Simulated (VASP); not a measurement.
# Bi (Im-3m) in VASP: further runs

Bi is run at these levels: PBEsol; tasks: single point.

All numbers are computed with VASP 6.6.1; they aren't measurements. Logs are shortened: lines on timing, memory, paths and dates and some standing lists are left out, and cuts for length are marked.

**1. The cell of the first run**

The structure is cubic, space group Im-3m (No. 229). Conventional cell: a = 3.196 Å, b = 3.196 Å, c = 3.196 Å, α = 90.00°, β = 90.00°, γ = 90.00°. Within 3.6 Å of Bi (site symmetry m-3m) lie 14 Bi at 2.77 to 3.20 Å.

This isn't the form of Bi at room conditions, which is rhombohedral.

**2. Single point, PBEsol, non-collinear spin, zero start, spin-orbit coupling**

INCAR

```
SYSTEM = Bi
  PREC = Accurate
  ENCUT = 520
  EDIFF = 1E-7
  ISMEAR = 0
  SIGMA = 0.05
  LREAL = .FALSE.
  LASPH = .TRUE.
  NELM = 150
  ALGO = Fast
  ISIF = 2
  LWAVE = .FALSE.
  LCHARG = .TRUE.
  MAGMOM = 0 0 0
  LORBIT = 11
  LSORBIT = .TRUE.
  GGA_COMPAT = .FALSE.
  LORBMOM = .TRUE.
  GGA = PS
  LVHAR = .TRUE.
  NBANDS = 26
```

KPOINTS

```
regular mesh
0
G
  20 20 20
  0 0 0
```

POSCAR

```
Bi
1.0
   -1.5981601485      1.5981601485      1.5981601485
    1.5981601485     -1.5981601485      1.5981601485
    1.5981601485      1.5981601485     -1.5981601485
Bi
1
Direct
    0.0000000000      0.0000000000      0.0000000000
```

Potentials or basis: VASP PAW PBE potentials, release 64 (Bi_d).

Launch:

```sh
> cat potpaw_PBE.64/Bi_d/POTCAR > POTCAR
> mpirun -np 1 vasp_ncl > vasp.out
```

OUTCAR:

```text
SYSTEM = Bi
   PREC = Accurate
   ENCUT = 520
   EDIFF = 1E-7
   ISMEAR = 0
   LREAL = .FALSE.
   LASPH = .TRUE.
   NELM = 150
   ISIF = 2
   LORBIT = 11
   LSORBIT = .TRUE.
   GGA = PS

 ion  position               nearest neighbor table
   1  0.000  0.000  0.000-

  LATTYP: Found a body centered cubic cell.
 ALAT       =     3.1963202970

  Lattice vectors:

 A1 = (  -1.5981601485,   1.5981601485,   1.5981601485)
 A2 = (   1.5981601485,  -1.5981601485,   1.5981601485)
 A3 = (   1.5981601485,   1.5981601485,  -1.5981601485)

Analysis of symmetry for initial positions (statically):
=====================================================================
 Subroutine PRICEL returns:
 Original cell was already a primitive cell.

 Routine SETGRP: Setting up the symmetry group for a
 body centered cubic supercell.

 Subroutine GETGRP returns: Found 48 space group operations
 (whereof 48 operations were pure point group operations)
 out of a pool of 48 trial point group operations.

The static configuration has the point symmetry O_h .

Analysis of symmetry for dynamics (positions and initial velocities):
=====================================================================
 Subroutine PRICEL returns:
 Original cell was already a primitive cell.

 Routine SETGRP: Setting up the symmetry group for a
 body centered cubic supercell.

 Subroutine GETGRP returns: Found 48 space group operations
 (whereof 48 operations were pure point group operations)
 out of a pool of 48 trial point group operations.

The dynamic configuration has the point symmetry O_h .

Analysis of structural, dynamic, and magnetic symmetry:
=====================================================================
 Subroutine PRICEL returns:
 Original cell was already a primitive cell.

 Routine SETGRP: Setting up the symmetry group for a
 body centered cubic supercell.

 Subroutine GETGRP returns: Found 48 space group operations
 (whereof 48 operations were pure point group operations)
 out of a pool of 48 trial point group operations.

The overall configuration has the point symmetry O_h .

 Subroutine INISYM returns: Found 48 space group operations
 (whereof 48 operations are pure point group operations),
 and found     1 'primitive' translations

----------------------------------------------------------------------------------------

                                     Primitive cell

  volume of cell :      16.3275

  direct lattice vectors                    reciprocal lattice vectors
    -1.598160149  1.598160149  1.598160149     0.000000000  0.312859760  0.312859760
     1.598160149 -1.598160149  1.598160149     0.312859760  0.000000000  0.312859760
     1.598160149  1.598160149 -1.598160149     0.312859760  0.312859760  0.000000000

  length of vectors
     2.768094576  2.768094576  2.768094576     0.442450515  0.442450515  0.442450515

  position of ions in fractional coordinates (direct lattice)
     0.000000000  0.000000000  0.000000000

  ion indices of the primitive-cell ions
   primitive index   ion index
                 1           1

----------------------------------------------------------------------------------------

 KPOINTS: regular mesh

Automatic generation of k-mesh.
 Grid dimensions read from file:
 generate k-points for:   20   20   20

 Generating k-lattice:

  Cartesian coordinates                     Fractional coordinates (reciprocal lattice)
     0.000000000  0.015642988  0.015642988     0.050000000  0.000000000  0.000000000
     0.015642988  0.000000000  0.015642988     0.000000000  0.050000000  0.000000000
     0.015642988  0.015642988  0.000000000     0.000000000  0.000000000  0.050000000

  Length of vectors
     0.022122526  0.022122526  0.022122526

  Shift w.r.t. Gamma in fractional coordinates (k-lattice)
     0.000000000  0.000000000  0.000000000

 Subroutine IBZKPT returns following result:
 ===========================================

 Found    256 irreducible k-points:

 Following reciprocal coordinates:
            Coordinates               Weight
  0.000000  0.000000  0.000000      1.000000
  0.050000  0.000000  0.000000     12.000000
  0.100000  0.000000  0.000000     12.000000
  0.150000  0.000000  0.000000     12.000000
  0.200000  0.000000  0.000000     12.000000
  0.250000  0.000000  0.000000     12.000000
[... 16 lines left out ...]
  0.200000  0.100000 -0.000000     48.000000
  0.250000  0.100000  0.000000     48.000000
 [... further k-points ...]
   k-points           NKPTS =    256   k-points in BZ     NKDIM =    256   number of bands    NBANDS=     26
   number of dos      NEDOS =    301   number of ions     NIONS =      1
   total plane-waves  NPLWV =  13824
   dimension x,y,z NGX =    24 NGY =   24 NGZ =   24
   dimension x,y,z NGXF=    48 NGYF=   48 NGZF=   48
   ions per type =               1
   NGX,Y,Z   is equivalent  to a cutoff of  14.41, 14.41, 14.41 a.u.
   NGXF,Y,Z  is equivalent  to a cutoff of  28.83, 28.83, 28.83 a.u.
 SYSTEM =  Bi
   PREC   = accura    normal or accurate (medium, high low for compatibility)
   ISTART =      0    job   : 0-new  1-cont  2-samecut
   ICHARG =      2    charge: 1-file 2-atom 10-const
   ISPIN  =      1    spin polarized calculation?
   LNONCOLLINEAR =      T non collinear calculations
   LSORBIT =      T    spin-orbit coupling
   LASPH  =      T    aspherical Exc in radial PAW
   ENCUT  =  520.0 eV  38.22 Ry    6.18 a.u.   5.15  5.15  5.15*2*pi/ulx,y,z
   NELM   =    150;   NELMIN=  2; NELMDL= -5     # of ELM steps
   EDIFF  = 0.1E-06   stopping-criterion for ELM
   LREAL  =      F    real-space projection
   EDIFFG = 0.1E-05   stopping-criterion for IOM
   NSW    =      0    number of steps for IOM
   IBRION =     -1    ionic relax: 0-MD 1-quasi-New 2-CG
   NFREE  =      0    steps in history (QN), initial steepest desc. (CG)
   ISIF   =      2    stress and relaxation
   ISYM   =      2    0-nonsym 1-usesym 2-fastsym
   POTIM  = 0.5000    time-step for ionic-motion
   TEBEG  =    0.0;   TEEND  =   0.0 temperature during run
   PSTRESS=    0.0 pullay stress
   NELECT =      15.0000    total number of electrons
   NUPDOWN=      -1.0000    fix difference up-down
   EMIN   =  10.00;   EMAX   =-10.00  energy-range for DOS
   EFERMI =   0.00;   METHOD = LEGACY
   ISMEAR =     0;   SIGMA  =   0.05  broadening in eV -4-tet -1-fermi 0-gaus
   EFERMI_NEDOS =   21; number of points for ismear=-14 and -15
   IALGO  =     68    algorithm
   IMIX   =      4    mixing-type and parameters
     AMIX     =   0.40;   BMIX     =  1.00
     AMIX_MAG =   1.60;   BMIX_MAG =  1.00
  volume/ion in A,a.u.               =      16.33       110.18
  Fermi-wavevector in a.u.,A,eV,Ry     =   1.591469  3.007441 34.460493  2.532775
  Thomas-Fermi vector in A             =   2.690005
   LORBIT       =     11    0 simple, 1 ext, 2 COOP (PROOUT), +10 PAW based schemes
   GGA     = PS    functional components
   LHFCALC =     F    Hartree Fock is set to
   AEXX    =    0.0000 exact exchange contribution
   IVDW    =     0    specifies the selected vdW correction
   LEPSILON=     F    determine dielectric tensor
   LRPA    =     F    only Hartree local field effects (RPA)
 RMM-DIIS sequential band-by-band and
 Gauss-broadening in eV      SIGMA  =   0.05
  energy-cutoff  :      520.00
  volume of cell :       16.33
 maximum number of plane-waves:       932
 NGX is ok and might be reduce to    24
   NGX = 11   NGY = 11   NGZ = 11

 number of electron      15.0000001 magnetization      -0.0000000     -0.0000000     -0.0000000

 number of electron      15.0000001 magnetization       0.0000000      0.0000000      0.0000000

 number of electron      15.0000001 magnetization       0.0000000     -0.0000000      0.0000000

 number of electron      15.0000001 magnetization      -0.0000000      0.0000000     -0.0000000

 Free energy of the ion-electron system (eV)
  ---------------------------------------------------
  ext. energy  EPLUGINS =         0.00000000
  ---------------------------------------------------
  free energy    TOTEN  =        -1.33242455 eV

  energy without entropy =       -1.33190149  energy(sigma->0) =       -1.33216302

 E-fermi :  18.8937     XC(G=0): -13.9013

 val. band max:       18.8877702690   @ k =   0.2000   0.2000   0.0000
 cond. band min:      18.9014337066   @ k =   0.3000   0.2500   0.1000
 fundamental gap:      0.0136634376
 Fermi energy:        18.8936718267

 k-point     1 :       0.0000    0.0000    0.0000
  band No.  band energies     occupation
      1      -7.1445      1.00000
      2      -7.1445      1.00000
      3      -7.1445      1.00000
      4      -7.1445      1.00000
      5      -4.5869      1.00000
      6      -4.5869      1.00000
[... 18 lines left out ...]
     25      35.0511      0.00000
     26      35.0596      0.00000

 k-point     2 :       0.0500    0.0000    0.0000
  band No.  band energies     occupation
      1      -7.1434      1.00000
      2      -7.1434      1.00000
      3      -7.1348      1.00000
      4      -7.1348      1.00000
      5      -4.5762      1.00000
      6      -4.5762      1.00000
[... 18 lines left out ...]
     25      35.3907      0.00000
     26      35.5595      0.00000

 k-point     3 :       0.1000    0.0000    0.0000
  band No.  band energies     occupation
      1      -7.1407      1.00000
      2      -7.1407      1.00000
      3      -7.1085      1.00000
      4      -7.1085      1.00000
      5      -4.5450      1.00000
      6      -4.5450      1.00000
[... 572 lines left out ...]
 k-point    23 :       0.2000    0.1000   -0.0000
  band No.  band energies     occupation
      1      -7.1274      1.00000
      2      -7.1274      1.00000
      3      -7.0025      1.00000
      4      -7.0025      1.00000
      5      -4.3545      1.00000
      6      -4.3545      1.00000
[... 18 lines left out ...]
     25      36.5902      0.00000
     26      37.0421      0.00000

 k-point    24 :       0.2500    0.1000    0.0000
  band No.  band energies     occupation
      1      -7.1301      1.00000
      2      -7.1301      1.00000
      3      -6.9852      1.00000
      4      -6.9852      1.00000
      5      -4.3180      1.00000
      6      -4.3180      1.00000
[... 18 lines left out ...]
     25      36.3212      0.00000
     26      36.3824      0.00000

 [... further k-points ...]

------------------------ aborting loop because EDIFF is reached ----------------------------------------

  FORCE on cell =-STRESS in cart. coord.  units (eV):
  Direction    XX          YY          ZZ          XY          YZ          ZX
  --------------------------------------------------------------------------------------
  -------------------------------------------------------------------------------------
  Total       15.4910946     15.4910946     15.4910946      0.0000000     -0.0000000     -0.0000000
  in kB     1520.0987634   1520.0987634   1520.0987634      0.0000000     -0.0000000     -0.0000000
  external PRESSURE =    1520.0987634 kB  Pullay stress =       0.0000000 kB

 VOLUME and BASIS-vectors are now :
 -----------------------------------------------------------------------------
  energy-cutoff  :      520.00
  volume of cell :       16.33
      direct lattice vectors                 reciprocal lattice vectors
    -1.598160149  1.598160149  1.598160149     0.000000000  0.312859760  0.312859760
     1.598160149 -1.598160149  1.598160149     0.312859760  0.000000000  0.312859760
     1.598160149  1.598160149 -1.598160149     0.312859760  0.312859760  0.000000000

 POSITION                                       TOTAL-FORCE (eV/Angst)
 -----------------------------------------------------------------------------------
      0.00000      0.00000      0.00000        -0.000000      0.000000      0.000000
 -----------------------------------------------------------------------------------
    total drift:                                0.000000      0.000000      0.000000

  FREE ENERGIE OF THE ION-ELECTRON SYSTEM (eV)
  ---------------------------------------------------
  free  energy   TOTEN  =        -1.3324245518 eV

  energy  without entropy=       -1.3319014910  energy(sigma->0) =       -1.33216302

 orbital moment (x)

 # of ion     p       d       tot
 ----------------------------------------
  1         0.000   0.000   0.000
 ----------------------------------------
            0.000   0.000   0.000

 orbital moment (y)

 # of ion     p       d       tot
 ----------------------------------------
  1         0.000   0.000   0.000
 ----------------------------------------
            0.000   0.000   0.000

 orbital moment (z)

 # of ion     p       d       tot
 ----------------------------------------
  1        -0.000   0.000  -0.000
 ----------------------------------------
           -0.000   0.000  -0.000

 Spin-Orbit-Coupling matrix elements

 Ion:    1  E_soc:     -1.6104093
 l=   1
     0.0000000    -0.1996223    -0.1996223
    -0.1996223     0.0000000    -0.1996223
    -0.1996223    -0.1996223     0.0000000
 l=   2
     0.0000000    -0.0135146     0.0000000    -0.0135146    -0.0552646
    -0.0135146     0.0000000    -0.0414485    -0.0135146    -0.0138162
     0.0000000    -0.0414485     0.0000000    -0.0414485     0.0000000
    -0.0135146    -0.0135146    -0.0414485     0.0000000    -0.0138162
    -0.0552646    -0.0138162     0.0000000    -0.0138162     0.0000000
 l=   3
     0.0000000     0.0000000     0.0000000     0.0000000     0.0000000     0.0000000     0.0000000
     0.0000000     0.0000000     0.0000000     0.0000000     0.0000000     0.0000000     0.0000000
     0.0000000     0.0000000     0.0000000     0.0000000     0.0000000     0.0000000     0.0000000
     0.0000000     0.0000000     0.0000000     0.0000000     0.0000000     0.0000000     0.0000000
     0.0000000     0.0000000     0.0000000     0.0000000     0.0000000     0.0000000     0.0000000
     0.0000000     0.0000000     0.0000000     0.0000000     0.0000000     0.0000000     0.0000000
     0.0000000     0.0000000     0.0000000     0.0000000     0.0000000     0.0000000     0.0000000

 total charge

# of ion       s       p       d       tot
------------------------------------------
    1        1.564   1.836  10.125  13.525

 magnetization (x)

# of ion       s       p       d       tot
------------------------------------------
    1        0.000   0.000   0.000   0.000

 magnetization (y)

# of ion       s       p       d       tot
------------------------------------------
    1        0.000  -0.000  -0.000   0.000

 magnetization (z)

# of ion       s       p       d       tot
------------------------------------------
    1       -0.000   0.000   0.000  -0.000
```

It took 4.5 min on 1 thread of Intel Xeon Platinum 8259CL at 2.50GHz (Skylake/Cascade Lake), shared host; peak memory 0.3 GiB.

Results:

| Quantity | Value |
| --- | --- |
| Free energy | -1.3324 eV |
| Pressure | 152.0 GPa |
| Net moment | 0.00 μB per cell |
| Valence electrons inside the program's atomic spheres | Bi 13.53 |

Moments on the atoms (μB; x, y, z):
```
Bi  0.00 0.00 0.00
```

Caveat: the cell stands under pressure; the PAW data sets were made with another functional, which shifts forces and pressure a little.

**3. Single point, PBEsol, non-collinear spin, zero start, spin-orbit coupling**

This run uses another cell than the first one, of 18.03 Å³/atom.

INCAR

```
PREC = Accurate
ENCUT = 520
EDIFF = 1E-6
ISMEAR = 0
SIGMA = 0.05
LREAL = False
LASPH = True
NELM = 150
ALGO = Normal
ISIF = 2
LWAVE = False
LCHARG = False
MAGMOM = 0 0 0
LORBIT = 11
LSORBIT = True
GGA_COMPAT = False
LORBMOM = True
GGA = PS
NBANDS = 26
```

KPOINTS

```
regular mesh
0
Gamma
  20 20 20
```

POSCAR

```
Bi
1.0
   -1.6518362607      1.6518362607      1.6518362607
    1.6518362607     -1.6518362607      1.6518362607
    1.6518362607      1.6518362607     -1.6518362607
Bi
1
Direct
    0.0000000000      0.0000000000      0.0000000000
```

Potentials or basis: VASP PAW PBE potentials, release 64 (Bi_d).

Launch:

```sh
> cat potpaw_PBE.64/Bi_d/POTCAR > POTCAR
> mpirun -np 1 vasp_ncl > vasp.out
```

Wall time 2.5 min (1 thread of Intel Xeon Platinum 8259CL at 2.50GHz (Skylake/Cascade Lake), shared host); peak memory 0.31 GiB.

Results (log left out):

```
Free energy                                           : -2.6563 eV
Pressure                                              : 100.7 GPa
Net moment                                            : 0.00 μB per cell
Valence electrons inside the program's atomic spheres : Bi 13.32
```

Moments on the atoms (μB; x, y, z):
```
Bi  0.00 0.00 0.00
```

Caveat: the cell stands under pressure; the PAW data sets were made with another functional, which shifts forces and pressure a little.
